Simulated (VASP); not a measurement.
# HfSi (Pnma) in VASP: notebook

Runs on HfSi. Level: PBEsol. Tasks: single point.

Program: VASP 6.6.1. These are calculated values, not measurements. Logs are shortened: lines on timing, memory, paths and dates and some standing lists are left out, and cuts for length are marked.

### 1 The cell of the first run

The structure is orthorhombic, space group Pnma (No. 62). Conventional cell: a = 6.617 Å, b = 3.647 Å, c = 5.280 Å, α = 90.00°, β = 90.00°, γ = 90.00°. Hf (site symmetry m) has 7 Si at 2.61 to 2.85 Å and 6 Hf at 3.24 to 3.36 Å within 3.4 Å. Within 3.2 Å of Si (site symmetry m) lie 2 Si at 2.42 Å and 7 Hf at 2.61 to 2.85 Å.

### 2 Single point, PBEsol (strain -0.030 along x and y, +0.015 along z)

INCAR reads:

```
SYSTEM = HfSi
  ALGO = Normal
  EDIFF = 1E-6
  ENCUT = 520
  GGA = PS
  ISIF = 2
  ISMEAR = 0
  LASPH = .TRUE.
  LCHARG = .TRUE.
  LELF = .TRUE.
  LREAL = .FALSE.
  LVHAR = .TRUE.
  LWAVE = .FALSE.
  NBANDS = 38
  NELM = 60
  PREC = Accurate
  SIGMA = 0.15
```

KPOINTS reads:

```
k-points
0
G
  6 10 8
  0 0 0
```

POSCAR reads:

```
HfSi
1.0
    6.6171575704      0.0000000000      0.0000000000
    0.0000000000      3.6468506403      0.0000000000
    0.0000000000      0.0000000000      5.2797700699
Hf Si
4 4
Direct
    0.1755908222      0.2500000000      0.1264896848
    0.3244091778      0.7500000000      0.6264896848
    0.6755908222      0.2500000000      0.3735103152
    0.8244091778      0.7500000000      0.8735103152
    0.0430603597      0.2500000000      0.6402012503
    0.4569396403      0.7500000000      0.1402012503
    0.5430603597      0.2500000000      0.8597987497
    0.9569396403      0.7500000000      0.3597987497
```

Potentials or basis: VASP PAW PBE potentials, release 64 (Hf_pv, Si).

Started as:

```
> cat potpaw_PBE.64/Hf_pv/POTCAR potpaw_PBE.64/Si/POTCAR > POTCAR
> mpirun -np 1 vasp_std > vasp.out
```

OUTCAR:

```text
SYSTEM = HfSi
   EDIFF = 1E-6
   ENCUT = 520
   GGA = PS
   ISIF = 2
   ISMEAR = 0
   LASPH = .TRUE.
   LREAL = .FALSE.
   NELM = 60
   PREC = Accurate

 ion  position               nearest neighbor table
   1  0.176  0.250  0.126-   6 2.61   6 2.61   8 2.63   8 2.63   5 2.71   7 2.81   5 2.85   4 3.24
                             4 3.24   2 3.36   2 3.36   2 3.36   2 3.36   3 3.56   3 3.56
   2  0.324  0.750  0.626-   5 2.61   5 2.61   7 2.63   7 2.63   6 2.71   8 2.81   6 2.85   3 3.24
                             3 3.24   1 3.36   1 3.36   1 3.36   1 3.36   4 3.56   4 3.56
   3  0.676  0.250  0.374-   8 2.61   8 2.61   6 2.63   6 2.63   7 2.71   5 2.81   7 2.85   2 3.24
                             2 3.24   4 3.36   4 3.36   4 3.36   4 3.36   1 3.56   1 3.56
   4  0.824  0.750  0.874-   7 2.61   7 2.61   5 2.63   5 2.63   8 2.71   6 2.81   8 2.85   1 3.24
                             1 3.24   3 3.36   3 3.36   3 3.36   3 3.36   2 3.56   2 3.56
   5  0.043  0.250  0.640-   8 2.42   8 2.42   2 2.61   2 2.61   4 2.63   4 2.63   1 2.71   3 2.81
                             1 2.85
   6  0.457  0.750  0.140-   7 2.42   7 2.42   1 2.61   1 2.61   3 2.63   3 2.63   2 2.71   4 2.81
                             2 2.85
   7  0.543  0.250  0.860-   6 2.42   6 2.42   4 2.61   4 2.61   2 2.63   2 2.63   3 2.71   1 2.81
                             3 2.85
   8  0.957  0.750  0.360-   5 2.42   5 2.42   3 2.61   3 2.61   1 2.63   1 2.63   4 2.71   2 2.81
                             4 2.85

  LATTYP: Found a simple orthorhombic cell.
 ALAT       =     3.6468506403
 B/A-ratio  =     1.4477615320
 C/A-ratio  =     1.8144854898

  Lattice vectors:

 A1 = (   0.0000000000,   3.6468506403,   0.0000000000)
 A2 = (   0.0000000000,   0.0000000000,   5.2797700699)
 A3 = (   6.6171575704,   0.0000000000,   0.0000000000)

Analysis of symmetry for initial positions (statically):
=====================================================================
 Subroutine PRICEL returns:
 Original cell was already a primitive cell.

 Routine SETGRP: Setting up the symmetry group for a
 simple orthorhombic supercell.

 Subroutine GETGRP returns: Found  8 space group operations
 (whereof  2 operations were pure point group operations)
 out of a pool of  8 trial point group operations.

The static configuration has the point symmetry S_2 .
 The point group associated with its full space group is D_2h.

Analysis of symmetry for dynamics (positions and initial velocities):
=====================================================================
 Subroutine PRICEL returns:
 Original cell was already a primitive cell.

 Routine SETGRP: Setting up the symmetry group for a
 simple orthorhombic supercell.

 Subroutine GETGRP returns: Found  8 space group operations
 (whereof  2 operations were pure point group operations)
 out of a pool of  8 trial point group operations.

The dynamic configuration has the point symmetry S_2 .
 The point group associated with its full space group is D_2h.

 Subroutine INISYM returns: Found  8 space group operations
 (whereof  2 operations are pure point group operations),
 and found     1 'primitive' translations

----------------------------------------------------------------------------------------

                                     Primitive cell

  volume of cell :     127.4103

  direct lattice vectors                    reciprocal lattice vectors
     6.617157570  0.000000000  0.000000000     0.151122289  0.000000000  0.000000000
     0.000000000  3.646850640  0.000000000     0.000000000  0.274209201  0.000000000
     0.000000000  0.000000000  5.279770070     0.000000000  0.000000000  0.189402187

  length of vectors
     6.617157570  3.646850640  5.279770070     0.151122289  0.274209201  0.189402187

  position of ions in fractional coordinates (direct lattice)
     0.175590822  0.250000000  0.126489685
     0.324409178  0.750000000  0.626489685
     0.675590822  0.250000000  0.373510315
     0.824409178  0.750000000  0.873510315
     0.043060360  0.250000000  0.640201250
     0.456939640  0.750000000  0.140201250
     0.543060360  0.250000000  0.859798750
     0.956939640  0.750000000  0.359798750

  ion indices of the primitive-cell ions
   primitive index   ion index
                 1           1
                 2           2
                 3           3
                 4           4
                 5           5
                 6           6
                 7           7
                 8           8

----------------------------------------------------------------------------------------

 KPOINTS: k-points

Automatic generation of k-mesh.
 Grid dimensions read from file:
 generate k-points for:    6   10    8

 Generating k-lattice:

  Cartesian coordinates                     Fractional coordinates (reciprocal lattice)
     0.025187048  0.000000000  0.000000000     0.166666667  0.000000000  0.000000000
     0.000000000  0.027420920  0.000000000     0.000000000  0.100000000  0.000000000
     0.000000000  0.000000000  0.023675273     0.000000000  0.000000000  0.125000000

  Length of vectors
     0.025187048  0.027420920  0.023675273

  Shift w.r.t. Gamma in fractional coordinates (k-lattice)
     0.000000000  0.000000000  0.000000000

 Subroutine IBZKPT returns following result:
 ===========================================

 Found    120 irreducible k-points:

 Following reciprocal coordinates:
            Coordinates               Weight
  0.000000  0.000000  0.000000      1.000000
  0.166667  0.000000  0.000000      2.000000
  0.333333  0.000000  0.000000      2.000000
  0.500000  0.000000  0.000000      1.000000
  0.000000  0.100000  0.000000      2.000000
  0.166667  0.100000  0.000000      4.000000
[... 16 lines left out ...]
  0.333333  0.500000  0.000000      2.000000
  0.500000  0.500000  0.000000      1.000000
 [... further k-points ...]
   k-points           NKPTS =    120   k-points in BZ     NKDIM =    120   number of bands    NBANDS=     38
   number of dos      NEDOS =    301   number of ions     NIONS =      8
   total plane-waves  NPLWV =  56000
   dimension x,y,z NGX =    50 NGY =   28 NGZ =   40
   dimension x,y,z NGXF=   100 NGYF=   56 NGZF=   80
   ions per type =               4   4
   NGX,Y,Z   is equivalent  to a cutoff of  12.56, 12.76, 12.59 a.u.
   NGXF,Y,Z  is equivalent  to a cutoff of  25.12, 25.53, 25.19 a.u.
 SYSTEM =  HfSi
   PREC   = accura    normal or accurate (medium, high low for compatibility)
   ISTART =      0    job   : 0-new  1-cont  2-samecut
   ICHARG =      2    charge: 1-file 2-atom 10-const
   ISPIN  =      1    spin polarized calculation?
   LNONCOLLINEAR =      F non collinear calculations
   LSORBIT =      F    spin-orbit coupling
   LASPH  =      T    aspherical Exc in radial PAW
   ENCUT  =  520.0 eV  38.22 Ry    6.18 a.u.  12.30  6.78  9.82*2*pi/ulx,y,z
   NELM   =     60;   NELMIN=  2; NELMDL= -5     # of ELM steps
   EDIFF  = 0.1E-05   stopping-criterion for ELM
   LREAL  =      F    real-space projection
   EDIFFG = 0.1E-04   stopping-criterion for IOM
   NSW    =      0    number of steps for IOM
   IBRION =     -1    ionic relax: 0-MD 1-quasi-New 2-CG
   NFREE  =      0    steps in history (QN), initial steepest desc. (CG)
   ISIF   =      2    stress and relaxation
   ISYM   =      2    0-nonsym 1-usesym 2-fastsym
   POTIM  = 0.5000    time-step for ionic-motion
   TEBEG  =    0.0;   TEEND  =   0.0 temperature during run
   PSTRESS=    0.0 pullay stress
   NELECT =      56.0000    total number of electrons
   NUPDOWN=      -1.0000    fix difference up-down
   EMIN   =  10.00;   EMAX   =-10.00  energy-range for DOS
   EFERMI =   0.00;   METHOD = LEGACY
   ISMEAR =     0;   SIGMA  =   0.15  broadening in eV -4-tet -1-fermi 0-gaus
   EFERMI_NEDOS =   21; number of points for ismear=-14 and -15
   IALGO  =     38    algorithm
   IMIX   =      4    mixing-type and parameters
     AMIX     =   0.40;   BMIX     =  1.00
     AMIX_MAG =   1.60;   BMIX_MAG =  1.00
  volume/ion in A,a.u.               =      15.93       107.48
  Fermi-wavevector in a.u.,A,eV,Ry     =   1.244713  2.352167 21.079661  1.549311
  Thomas-Fermi vector in A             =   2.378968
   LORBIT       =      0    0 simple, 1 ext, 2 COOP (PROOUT), +10 PAW based schemes
   GGA     = PS    functional components
   LHFCALC =     F    Hartree Fock is set to
   AEXX    =    0.0000 exact exchange contribution
   IVDW    =     0    specifies the selected vdW correction
   LEPSILON=     F    determine dielectric tensor
   LRPA    =     F    only Hartree local field effects (RPA)
 non-spin polarized calculation
 Gauss-broadening in eV      SIGMA  =   0.15
  energy-cutoff  :      520.00
  volume of cell :      127.41
 maximum number of plane-waves:      3454
 NGX is ok and might be reduce to    50
   NGX = 25   NGY = 13   NGZ = 19

 number of electron      55.9999999 magnetization

 Free energy of the ion-electron system (eV)
  ---------------------------------------------------
  ext. energy  EPLUGINS =         0.00000000
  ---------------------------------------------------
  free energy    TOTEN  =       -71.90812003 eV

  energy without entropy =      -71.88637366  energy(sigma->0) =      -71.89724684

 E-fermi :   7.9978     XC(G=0): -11.9478

 val. band max:        7.9907612752   @ k =   0.0000   0.3000   0.3750
 cond. band min:       7.9995166429   @ k =   0.3333   0.2000   0.3750
 fundamental gap:      0.0087553676
 Fermi energy:         7.9977847818

 k-point     1 :       0.0000    0.0000    0.0000
  band No.  band energies     occupation
      1     -22.4925      2.00000
      2     -22.4889      2.00000
      3     -22.4538      2.00000
      4     -22.3454      2.00000
      5     -22.3269      2.00000
      6     -22.3023      2.00000
[... 30 lines left out ...]
     37      11.0809      0.00000
     38      12.0516      0.00000

 k-point     2 :       0.1667    0.0000    0.0000
  band No.  band energies     occupation
      1     -22.4964      2.00000
      2     -22.4868      2.00000
      3     -22.4558      2.00000
      4     -22.3222      2.00000
      5     -22.3218      2.00000
      6     -22.3109      2.00000
[... 30 lines left out ...]
     37      10.9550      0.00000
     38      11.6501      0.00000
[... 859 lines left out ...]
     37      11.9768      0.00000
     38      11.9869      0.00000

 k-point    24 :       0.5000    0.5000    0.0000
  band No.  band energies     occupation
      1     -22.4152      2.00000
      2     -22.4152      2.00000
      3     -22.4152      2.00000
      4     -22.4152      2.00000
      5     -22.3430      2.00000
      6     -22.3430      2.00000
[... 30 lines left out ...]
     37      12.1977      0.00000
     38      12.1977      0.00000

 [... further k-points ...]
[... 5 lines left out ...]
  --------------------------------------------------------------------------------------
  -------------------------------------------------------------------------------------
  Total       10.3184824     10.2490489     -0.3906243      0.0000000     -0.0000000      0.0000000
  in kB      129.7543559    128.8812334     -4.9120796      0.0000000     -0.0000000      0.0000000
  external PRESSURE =      84.5745032 kB  Pullay stress =       0.0000000 kB

 VOLUME and BASIS-vectors are now :
 -----------------------------------------------------------------------------
  energy-cutoff  :      520.00
  volume of cell :      127.41
      direct lattice vectors                 reciprocal lattice vectors
     6.617157570  0.000000000  0.000000000     0.151122289  0.000000000  0.000000000
     0.000000000  3.646850640  0.000000000     0.000000000  0.274209201  0.000000000
     0.000000000  0.000000000  5.279770070     0.000000000  0.000000000  0.189402187

 POSITION                                       TOTAL-FORCE (eV/Angst)
 -----------------------------------------------------------------------------------
      1.16191      0.91171      0.66784        -0.383584      0.000000     -0.150143
      2.14667      2.73514      3.30772         0.383584     -0.000000     -0.150143
      4.47049      0.91171      1.97205        -0.383584      0.000000      0.150143
      5.45525      2.73514      4.61193         0.383584      0.000000      0.150143
      0.28494      0.91171      3.38012        -0.080732     -0.000000     -0.042120
      3.02364      2.73514      0.74023         0.080732     -0.000000     -0.042120
      3.59352      0.91171      4.53954        -0.080732     -0.000000      0.042120
      6.33222      2.73514      1.89965         0.080732     -0.000000      0.042120
 -----------------------------------------------------------------------------------
    total drift:                                0.000000     -0.000000     -0.000000

  FREE ENERGIE OF THE ION-ELECTRON SYSTEM (eV)
  ---------------------------------------------------
  free  energy   TOTEN  =       -71.9081200259 eV

  energy  without entropy=      -71.8863736562  energy(sigma->0) =      -71.89724684
```

Run time: 5.2 min. Hardware: 1 thread of Intel Xeon 6975P-C (Granite Rapids), shared host; peak memory 0.54 GiB.

Results:

```yaml
Free_energy: -71.9081 eV
Pressure: 8.5 GPa
Largest_force: 0.412 eV/Å
Band_gap_on_the_k_mesh: zero (bands 28 and 29 overlap by 0.35 eV)
```

Forces in eV/Å, atoms in the order of the input:
```
Hf  -0.384  0.000 -0.150
Hf   0.384  0.000 -0.150
Hf  -0.384  0.000  0.150
Hf   0.384  0.000  0.150
Si  -0.081  0.000 -0.042
Si   0.081  0.000 -0.042
Si  -0.081  0.000  0.042
Si   0.081  0.000  0.042
```

Stress tensor (GPa, compression positive):
```
12.98  0.00  0.00
 0.00 12.89  0.00
 0.00  0.00 -0.49
```

Caveat: the cell differs from its parent crystal (strain -0.030 along x and y, +0.015 along z); the cell stands under pressure; the PAW data sets were made with another functional, which shifts forces and pressure a little; spin-orbit coupling is left out, which moves the levels of the heavy elements.

### 3 Single point, PBEsol (strain -0.030 along x and y, +0.030 along z)

INCAR reads:

```
PREC = Accurate
ENCUT = 520
EDIFF = 1E-7
ISMEAR = 0
SIGMA = 0.15
LREAL = False
LASPH = True
NELM = 100
ALGO = Normal
ISIF = 2
LWAVE = False
LCHARG = False
GGA = PS
NBANDS = 38
```

KPOINTS reads:

```
regular mesh
0
Gamma
  6 10 8
```

POSCAR, as its differences from that of step 2:

```diff
@@ -4,3 +4,3 @@
     0.0000000000      3.6468506403      0.0000000000
-    0.0000000000      0.0000000000      5.2797700699
+    0.0000000000      0.0000000000      5.3577962285
 Hf Si
```

Potentials or basis: VASP PAW PBE potentials, release 64 (Hf_pv, Si).

Started as:

```
> cat potpaw_PBE.64/Hf_pv/POTCAR potpaw_PBE.64/Si/POTCAR > POTCAR
> mpirun -np 1 vasp_std > vasp.out
```

It took 5 min on 1 thread of Intel Xeon 6975P-C (Granite Rapids), shared host; peak memory 0.55 GiB.

Results (log left out):

| Quantity | Value |
| --- | --- |
| Free energy | -71.8736 eV |
| Pressure | 5.9 GPa |
| Largest force | 0.500 eV/Å |
| Band gap on the k mesh | zero (bands 28 and 29 overlap by 0.39 eV) |

Forces in eV/Å, atoms in the order of the input:
```
Hf  -0.469  0.000 -0.172
Hf   0.469  0.000 -0.172
Hf  -0.469  0.000  0.172
Hf   0.469  0.000  0.172
Si  -0.112  0.000 -0.040
Si   0.112  0.000 -0.040
Si  -0.112  0.000  0.040
Si   0.112  0.000  0.040
```

Stress tensor (GPa, compression positive):
```
11.67  0.00  0.00
 0.00 11.41  0.00
 0.00  0.00 -5.32
```

Levels at points of the mesh, in eV from the Fermi level:
| k point | band 24 | band 25 | band 26 | band 27 | band 28 | band 29 | band 30 | band 31 | band 32 | band 33 |
| --- | --- | --- | --- | --- | --- | --- | --- | --- | --- | --- |
| (0.00, 0.00, 0.00) | -2.16 | -0.74 | -0.61 | -0.23 | -0.20 | 0.39 | 0.81 | 0.99 | 1.19 | 1.49 |
| (0.50, 0.00, 0.00) | -2.61 | -0.90 | -0.90 | -0.75 | -0.75 | 0.33 | 0.33 | 1.29 | 1.29 | 2.02 |
| (0.00, 0.50, 0.00) | -2.65 | -2.14 | -2.14 | -1.72 | -1.72 | 2.22 | 2.22 | 2.60 | 2.60 | 3.29 |
| (0.50, 0.50, 0.00) | -3.25 | -2.09 | -2.09 | -2.09 | -2.09 | 3.00 | 3.00 | 3.00 | 3.00 | 3.36 |
| (0.00, 0.00, 0.50) | -1.85 | -1.34 | -1.34 | 0.02 | 0.02 | 0.98 | 0.98 | 1.07 | 1.07 | 1.56 |
| (0.50, 0.00, 0.50) | -2.84 | -1.23 | -1.23 | -0.65 | -0.65 | 0.44 | 0.44 | 1.40 | 1.40 | 1.90 |
| (0.00, 0.50, 0.50) | -2.66 | -0.81 | -0.81 | -0.65 | -0.65 | -0.20 | -0.20 | 0.72 | 0.72 | 3.35 |
| (0.50, 0.50, 0.50) | -2.73 | -1.88 | -1.88 | -1.88 | -1.88 | 1.95 | 1.95 | 1.95 | 1.95 | 3.24 |

Caveat: the cell differs from its parent crystal (strain -0.030 along x and y, +0.030 along z); the cell stands under pressure; the PAW data sets were made with another functional, which shifts forces and pressure a little; spin-orbit coupling is left out, which moves the levels of the heavy elements.
